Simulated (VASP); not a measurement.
Here is a VASP 6.6.1 calculation.

The input INCAR:

```
PREC = Accurate
ENCUT = 520
EDIFF = 1E-8
ISMEAR = -1
SIGMA = 0.03
LREAL = False
LASPH = True
NELM = 100
ALGO = Normal
ISIF = 2
LWAVE = False
LCHARG = False
GGA = PE
LEFG = True
NBANDS = 11
```

KPOINTS

```
regular mesh
0
Gamma
  13 13 13
```

POSCAR

```
BN
1.0
    0.0000000000      1.8352381934      1.7532750000
    1.8352381934      0.0000000000      1.7532750000
    1.8352381934      1.8352381934      0.0000000000
B N
1 1
Direct
    0.0000000000      0.0000000000      0.0000000000
    0.7500000000      0.7500000000      0.7500000000
```

Potentials or basis: VASP PAW PBE potentials, release 64 (B, N).

Launch:

```bash
$ cat potpaw_PBE.64/B/POTCAR potpaw_PBE.64/N/POTCAR > POTCAR
$ mpirun -np 1 vasp_std > vasp.out
```

Question: Estimate the band gap on the k mesh.

Answer: 3.76 eV, indirect (least direct gap 8.34 eV).

Question: What does it give for the pressure?

Answer: 3.2 GPa.

Stress tensor (GPa, compression positive):
```
-5.52  0.00  0.00
 0.00 -5.52  0.00
 0.00  0.00 20.79
```

Caveat: without QUAD_EFG the Cq values of the log hold for a quadrupole moment of 1 mb, not for the nuclei. A k mesh can miss the band edges.
